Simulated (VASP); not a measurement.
# Mg16O16F (a cell with a defect) in VASP: notebook

Mg16O16F (a cell with a defect) is run at these levels: PBE; tasks: single point.

Everything below comes from runs of VASP 6.6.1. Logs are shortened: lines on timing, memory, paths and dates and some standing lists are left out, and cuts for length are marked.

## (1) The cell of the first run

The cell holds a defect, 33 atoms: a = 7.369 Å, b = 7.369 Å, c = 7.369 Å, α = 109.47°, β = 109.47°, γ = 109.47°.

## (2) Single point, PBE, collinear spin

The input, INCAR:

```
PREC = Accurate
ENCUT = 520
EDIFF = 1E-6
ISMEAR = -1
SIGMA = 0.01
LREAL = Auto
LASPH = T
NELM = 150
ALGO = Normal
ISIF = 2
LWAVE = F
LCHARG = T
ISPIN = 2
MAGMOM = 0 0 0 0 0 0 0 0 0 0 0 0 0 0 0 0 0 0.04 0 0.01 0.05 0.04 0 0 0 0 0.64 0 0.01 0 0 0.01 0.17
LORBIT = 11
NUPDOWN = 1.0
GGA = PE
LELF = T
LVHAR = T
NBANDS = 94
LUSENCCL = F
```

The input, KPOINTS:

```
Automatic mesh
0
Gamma
  2 2 2
  0.5 0.5 0.5
```

The input, POSCAR:

```
Mg16O16F
1.0
   -4.2543812300      4.2543812300      4.2543812300
    4.2543812300     -4.2543812300      4.2543812300
    4.2543812300      4.2543812300     -4.2543812300
Mg O F
16 16 1
Direct
    0.0045242000      0.0051117100      0.0046863000
    0.0058801300      0.2570647700      0.7553295800
    0.0065990100      0.5063414800      0.5059414000
    0.0059063500      0.7557226900      0.2566390500
    0.2565388400      0.0064830200      0.7553265700
    0.2403290200      0.2409129500      0.5057183400
    0.2403532300      0.5060218700      0.2405026100
    0.2565043600      0.7557238600      0.0060774100
    0.5058443600      0.0071542200      0.5059916500
    0.5055960100      0.2409335500      0.2404922200
    0.5058212100      0.5063592600      0.0067573300
    0.5012309200      0.7710193100      0.7706401900
    0.7551726600      0.0064676200      0.2566642000
    0.7551810500      0.2570619800      0.0060274800
    0.7704832800      0.5018123500      0.7706420400
    0.7705062000      0.7710579400      0.5013859900
    0.0064718500      0.0070199500      0.5066395100
   -0.0141498100      0.2486814800      0.2482858300
    0.0064846700      0.5070541400      0.0066284000
    0.0286382100      0.7620102300      0.7616226500
    0.2480839100     -0.0135324100      0.2482299300
    0.2481204400      0.2486605500     -0.0139913300
    0.2587004500      0.5068211000      0.7550229500
    0.2587084300      0.7554196700      0.5063923600
    0.5064746900      0.0070001400      0.0065974200
    0.5062815500      0.2592746900      0.7550289700
    0.3927349900      0.3931945200      0.3928903200
    0.5062397200      0.7554193500      0.2588535900
    0.7614477600      0.0291631300      0.7615823800
    0.7548876200      0.2592832600      0.5064381500
    0.7548788500      0.5068323200      0.2588580800
    0.7614673800      0.7619958700      0.0287676700
    0.6516060300      0.6521673300      0.6517269300
```

Potentials or basis: VASP PAW PBE potentials, release 64 (Mg, O, F).

Started as:

```bash
> cat potpaw_PBE.64/Mg/POTCAR potpaw_PBE.64/O/POTCAR potpaw_PBE.64/F/POTCAR > POTCAR
> mpirun -np 1 vasp_std > vasp.out
```

OUTCAR:

```text
PREC = Accurate
   ENCUT = 520
   EDIFF = 1E-6
   ISMEAR = -1
   LREAL = Auto
   LASPH = T
   NELM = 150
   ISIF = 2
   ISPIN = 2
   LORBIT = 11
   NUPDOWN = 1.0
   GGA = PE

 ion  position               nearest neighbor table
   1  0.005  0.005  0.005-  21 2.15  22 2.15  18 2.15  29 2.18  32 2.18  20 2.18  33 2.60  14 3.02
                             2 3.02  13 3.02   7 3.02   4 3.02   8 3.02   5 3.02   6 3.02  10 3.02
   2  0.006  0.257  0.755-  29 2.04  22 2.05  17 2.12  19 2.13  30 2.14  23 2.14  15 2.89   6 2.91
                             7 2.92  16 2.93   8 3.00   3 3.00  13 3.00  11 3.01   9 3.01   5 3.02
   3  0.007  0.506  0.506-  20 2.09  18 2.11  30 2.12  31 2.12  23 2.13  24 2.13  12 2.98   2 3.00
                             4 3.00   6 3.01   7 3.01  13 3.01  14 3.01   8 3.01   5 3.01  16 3.02
   4  0.006  0.756  0.257-  32 2.04  21 2.05  19 2.12  17 2.13  31 2.14  24 2.14  16 2.89   7 2.91
                             6 2.92  15 2.93  14 3.00   3 3.00   5 3.00   9 3.01  11 3.01   8 3.02
   5  0.257  0.006  0.755-  20 2.04  22 2.05  17 2.12  25 2.13  24 2.14  26 2.14  12 2.89   6 2.91
                            10 2.92  16 2.93   9 3.00  14 3.00   4 3.00  11 3.01   3 3.01   2 3.02
   6  0.240  0.241  0.506-  27 1.90  17 1.99  23 2.12  26 2.12  18 2.21  21 2.21   5 2.91   2 2.91
                            13 2.92   4 2.92   3 3.01   9 3.01   1 3.02  11 3.02  12 3.19  15 3.19
   7  0.240  0.506  0.241-  27 1.90  19 1.99  24 2.12  28 2.12  22 2.21  18 2.21   8 2.91   4 2.91
                            14 2.92   2 2.92   3 3.01  11 3.01   1 3.02   9 3.02  12 3.19  16 3.19
   8  0.257  0.756  0.006-  20 2.04  21 2.05  19 2.12  25 2.13  23 2.14  28 2.14  12 2.89   7 2.91
                            10 2.92  15 2.93   2 3.00  13 3.00  11 3.00   9 3.01   3 3.01   4 3.02
   9  0.506  0.007  0.506-  29 2.09  21 2.11  28 2.12  24 2.12  26 2.13  30 2.13  15 2.98   5 3.00
[... 10 lines left out ...]
                             7 2.92  12 2.93   5 3.00  11 3.00   4 3.00   3 3.01   9 3.01  13 3.02
  15  0.770  0.502  0.771-  33 1.88  19 1.99  26 2.10  30 2.10  32 2.24  20 2.24  14 2.89   2 2.89
                             4 2.93   8 2.93   9 2.98  11 3.02   3 3.02   1 3.03  10 3.19   6 3.19
  16  0.771  0.771  0.501-  33 1.88  17 1.99  31 2.10  28 2.10  29 2.24  20 2.24  13 2.89   4 2.89
                             2 2.93   5 2.93  11 2.98   9 3.02   3 3.02   1 3.03  10 3.19   7 3.19
  17  0.006  0.007  0.507-  16 1.99   6 1.99   5 2.12   2 2.12  13 2.13   4 2.13
  18  0.986  0.249  0.248-  13 2.05  14 2.05   3 2.11   1 2.15   7 2.21   6 2.21
  19  0.006  0.507  0.007-  15 1.99   7 1.99   8 2.12   4 2.12   2 2.13  14 2.13
  20  0.029  0.762  0.762-   8 2.04   5 2.04   3 2.09   1 2.18  15 2.24  16 2.24
  21  0.248  0.986  0.248-   8 2.05   4 2.05   9 2.11   1 2.15   6 2.21  10 2.21
  22  0.248  0.249  0.986-   5 2.05   2 2.05  11 2.11   1 2.15   7 2.21  10 2.21
  23  0.259  0.507  0.755-  12 2.10   6 2.12  11 2.12   3 2.13   8 2.14   2 2.14
  24  0.259  0.755  0.506-  12 2.10   7 2.12   9 2.12   3 2.13   5 2.14   4 2.14
  25  0.506  0.007  0.007-  12 1.99  10 1.99  13 2.12  14 2.12   5 2.13   8 2.13
  26  0.506  0.259  0.755-  15 2.10   6 2.12  11 2.12   9 2.13  14 2.14   5 2.14
  27  0.393  0.393  0.393-   6 1.90  10 1.90   7 1.90  33 1.91
  28  0.506  0.755  0.259-  16 2.10   7 2.12   9 2.12  11 2.13  13 2.14   8 2.14
  29  0.761  0.029  0.762-   2 2.04  14 2.04   9 2.09   1 2.18  16 2.24  12 2.24
  30  0.755  0.259  0.506-  15 2.10  10 2.12   3 2.12   9 2.13   2 2.14  13 2.14
  31  0.755  0.507  0.259-  16 2.10  10 2.12   3 2.12  11 2.13   4 2.14  14 2.14
  32  0.761  0.762  0.029-   4 2.04  13 2.04  11 2.09   1 2.18  15 2.24  12 2.24
  33  0.652  0.652  0.652-  16 1.88  15 1.88  12 1.88  27 1.91   1 2.60

  LATTYP: Found a body centered cubic cell.
 ALAT       =     8.5087624600

  Lattice vectors:

 A1 = (  -4.2543812300,   4.2543812300,   4.2543812300)
 A2 = (   4.2543812300,  -4.2543812300,   4.2543812300)
 A3 = (   4.2543812300,   4.2543812300,  -4.2543812300)

Analysis of symmetry for initial positions (statically):
=====================================================================
 Subroutine PRICEL returns:
 Original cell was already a primitive cell.

 Routine SETGRP: Setting up the symmetry group for a
 body centered cubic supercell.

 Subroutine GETGRP returns: Found  1 space group operations
 (whereof  1 operations were pure point group operations)
 out of a pool of 48 trial point group operations.

The static configuration has the point symmetry C_1 .

Analysis of symmetry for dynamics (positions and initial velocities):
=====================================================================
 Subroutine PRICEL returns:
 Original cell was already a primitive cell.

 Routine SETGRP: Setting up the symmetry group for a
 body centered cubic supercell.

 Subroutine GETGRP returns: Found  1 space group operations
 (whereof  1 operations were pure point group operations)
 out of a pool of 48 trial point group operations.

The dynamic configuration has the point symmetry C_1 .

Analysis of structural, dynamic, and magnetic symmetry:
=====================================================================
 Subroutine PRICEL returns:
 Original cell was already a primitive cell.

 Routine SETGRP: Setting up the symmetry group for a
 body centered cubic supercell.

 Subroutine GETGRP returns: Found  1 space group operations
 (whereof  1 operations were pure point group operations)
[... 136 lines left out ...]
   ICHARG =      2    charge: 1-file 2-atom 10-const
   ISPIN  =      2    spin polarized calculation?
   LNONCOLLINEAR =      F non collinear calculations
   LSORBIT =      F    spin-orbit coupling
   LASPH  =      T    aspherical Exc in radial PAW
   ENCUT  =  520.0 eV  38.22 Ry    6.18 a.u.  13.70 13.70 13.70*2*pi/ulx,y,z
   NELM   =    150;   NELMIN=  2; NELMDL= -5     # of ELM steps
   EDIFF  = 0.1E-05   stopping-criterion for ELM
   LREAL  =      T    real-space projection
   EDIFFG = 0.1E-04   stopping-criterion for IOM
   NSW    =      0    number of steps for IOM
   IBRION =     -1    ionic relax: 0-MD 1-quasi-New 2-CG
   NFREE  =      0    steps in history (QN), initial steepest desc. (CG)
   ISIF   =      2    stress and relaxation
   ISYM   =      2    0-nonsym 1-usesym 2-fastsym
   POTIM  = 0.5000    time-step for ionic-motion
   TEBEG  =    0.0;   TEEND  =   0.0 temperature during run
   PSTRESS=    0.0 pullay stress
   NELECT =     135.0000    total number of electrons
   NUPDOWN=       1.0000    fix difference up-down
   EMIN   =  10.00;   EMAX   =-10.00  energy-range for DOS
   EFERMI =   0.00;   METHOD = LEGACY
   ISMEAR =    -1;   SIGMA  =   0.01  broadening in eV -4-tet -1-fermi 0-gaus
   EFERMI_NEDOS =   21; number of points for ismear=-14 and -15
   IALGO  =     38    algorithm
   IMIX   =      4    mixing-type and parameters
     AMIX     =   0.40;   BMIX     =  1.00
     AMIX_MAG =   1.60;   BMIX_MAG =  1.00
  volume/ion in A,a.u.               =       9.33        62.99
  Fermi-wavevector in a.u.,A,eV,Ry     =   1.243549  2.349967 21.040253  1.546415
  Thomas-Fermi vector in A             =   2.377855
   LORBIT       =     11    0 simple, 1 ext, 2 COOP (PROOUT), +10 PAW based schemes
   GGA     = PE    functional components
   LHFCALC =     F    Hartree Fock is set to
   AEXX    =    0.0000 exact exchange contribution
   IVDW    =     0    specifies the selected vdW correction
   LEPSILON=     F    determine dielectric tensor
   LRPA    =     F    only Hartree local field effects (RPA)
 spin polarized calculation
  energy-cutoff  :      520.00
  volume of cell :      308.01
 maximum number of plane-waves:      8324
 NGX is ok and might be reduce to    54
   NGX = 27   NGY = 27   NGZ = 27

 number of electron     135.0000020 magnetization       0.9999994

 Free energy of the ion-electron system (eV)
  ---------------------------------------------------
  ext. energy  EPLUGINS =         0.00000000
  ---------------------------------------------------
  free energy    TOTEN  =      -190.28348207 eV

  energy without entropy =     -190.28348207  energy(sigma->0) =     -190.28348207

 E-fermi :   3.5418     XC(G=0): -11.0528

 val. band max:        3.4566666988   @ k =   0.2500   0.2500   0.2500
 cond. band min:       4.9214132193   @ k =   0.2500   0.2500  -0.2500
 fundamental gap:      1.4647465205
 Fermi energy:         3.8005962225

 spin component 1

 k-point     1 :       0.2500    0.2500    0.2500
  band No.  band energies     occupation
      1     -20.4555      1.00000
      2     -13.9590      1.00000
      3     -13.6253      1.00000
      4     -13.6251      1.00000
      5     -13.4720      1.00000
      6     -13.1021      1.00000
[... 317 lines left out ...]
     78      12.5916      0.00000
     79      12.9221      0.00000
 Fermi energy:         3.5417611427

 spin component 2

 k-point     1 :       0.2500    0.2500    0.2500
  band No.  band energies     occupation
      1     -20.1581      1.00000
      2     -13.6176      1.00000
      3     -13.6174      1.00000
      4     -13.6016      1.00000
      5     -13.2752      1.00000
      6     -12.9489      1.00000
[... 317 lines left out ...]
     78      12.6070      0.00000
     79      12.9255      0.00000
 [bands above 79 left out]

------------------------ aborting loop because EDIFF is reached ----------------------------------------

  FORCE on cell =-STRESS in cart. coord.  units (eV):
  Direction    XX          YY          ZZ          XY          YZ          ZX
  --------------------------------------------------------------------------------------
  -------------------------------------------------------------------------------------
  Total       15.2601268     15.2509755     15.2724201      2.2067737      2.2055312      2.2051353
  in kB       79.3778846     79.3302829     79.4418304     11.4788709     11.4724078     11.4703488
  external PRESSURE =      79.3833326 kB  Pullay stress =       0.0000000 kB

 VOLUME and BASIS-vectors are now :
 -----------------------------------------------------------------------------
  energy-cutoff  :      520.00
  volume of cell :      308.01
      direct lattice vectors                 reciprocal lattice vectors
    -4.254381230  4.254381230  4.254381230     0.000000000  0.117525904  0.117525904
     4.254381230 -4.254381230  4.254381230     0.117525904  0.000000000  0.117525904
     4.254381230  4.254381230 -4.254381230     0.117525904  0.117525904  0.000000000

 POSITION                                       TOTAL-FORCE (eV/Angst)
 -----------------------------------------------------------------------------------
      0.02244      0.01744      0.02106        -0.005500     -0.001219     -0.003644
      4.28210      2.14482     -2.09479        -0.005006      0.004864     -0.000051
      4.27856      0.02637      0.02978         0.001213     -0.000973     -0.000183
      4.28184     -2.09816      2.14842        -0.003362     -0.001022      0.004697
      2.14961      4.27728     -2.09445         0.003129     -0.004137     -0.005979
      2.15400      2.14903     -0.10413        -0.006420     -0.004695     -0.012623
[... 25 lines left out ...]
      0.12464      0.12014      6.35900        -0.008566     -0.010255     -0.021216
      2.77508      2.77031      2.77405         0.006674      0.002568      0.004910
 -----------------------------------------------------------------------------------
    total drift:                               -0.031240     -0.024922     -0.025156

  FREE ENERGIE OF THE ION-ELECTRON SYSTEM (eV)
  ---------------------------------------------------
  free  energy   TOTEN  =      -190.2834820698 eV

  energy  without entropy=     -190.2834820698  energy(sigma->0) =     -190.28348207

 total charge

# of ion       s       p       d       tot
------------------------------------------
    1        0.138   0.156   0.066   0.359
    2        0.151   0.182   0.081   0.415
    3        0.147   0.174   0.076   0.397
    4        0.151   0.182   0.081   0.415
    5        0.151   0.182   0.081   0.415
    6        0.157   0.193   0.087   0.437
[... 25 lines left out ...]
   32        1.544   3.551   0.000   5.095
   33        1.756   4.447   0.000   6.204
--------------------------------------------------
tot         28.902  64.084   1.295  94.281

 magnetization (x)

# of ion       s       p       d       tot
------------------------------------------
    1       -0.000  -0.001  -0.000  -0.001
    2        0.000   0.000   0.000   0.000
    3       -0.000  -0.000   0.000  -0.000
    4        0.000   0.000   0.000   0.000
    5        0.000   0.000   0.000   0.000
    6       -0.001  -0.002   0.000  -0.003
[... 25 lines left out ...]
   32        0.000   0.009   0.000   0.010
   33        0.005   0.150   0.000   0.155
--------------------------------------------------
tot          0.015   0.855   0.001   0.871
```

Run time: 2.6 min. Hardware: 1 × NVIDIA H100 80GB with 1 thread of AMD EPYC 7R13 (Zen 3), shared host; peak memory 1.5 GiB.

What came out:

- Free energy: -190.2835 eV
- Pressure: 7.9 GPa
- Largest force: 0.034 eV/Å
- Net moment: 1.00 μB per cell
- Site moments: Mg -0.00, +0.00 (each value once); O +0.00, +0.04, +0.01, +0.56 (each value once); F +0.15 μB
- Valence electrons inside the program's atomic spheres: Mg 0.36, 0.41, 0.40, 0.44, 0.42 (each value once); O 5.12, 5.09, 5.04 (each value once); F 6.20

Forces on the atoms (eV/Å):
```
Mg  -0.005 -0.001 -0.004
Mg  -0.005  0.005  0.000
Mg   0.001 -0.001  0.000
Mg  -0.003 -0.001  0.005
Mg   0.003 -0.004 -0.006
Mg  -0.006 -0.005 -0.013
Mg  -0.004 -0.015 -0.003
Mg   0.004 -0.004 -0.003
Mg  -0.001 -0.007 -0.001
Mg  -0.012 -0.006 -0.008
Mg  -0.001 -0.002 -0.002
Mg  -0.010  0.019  0.019
Mg  -0.004 -0.005  0.003
Mg  -0.001  0.004 -0.005
Mg   0.019 -0.011  0.021
Mg   0.019  0.021 -0.011
O    0.002  0.001  0.010
O    0.024  0.013  0.016
O    0.001  0.010  0.000
O   -0.021 -0.010 -0.009
O    0.012  0.030  0.010
O    0.016  0.013  0.026
O    0.004 -0.001 -0.014
O    0.006 -0.013 -0.002
O    0.011  0.003  0.004
O   -0.003  0.005 -0.015
O   -0.002 -0.001  0.000
O   -0.003 -0.013  0.007
O   -0.007 -0.018 -0.009
O   -0.016  0.004 -0.004
O   -0.014 -0.003  0.004
O   -0.009 -0.010 -0.021
F    0.007  0.003  0.005
```

Caveat: the k points lie up to 0.52 Å⁻¹ apart; the total moment is fixed, so each spin has its own Fermi level and the state may be an excited one.

(Continued in part 2 of 2.)
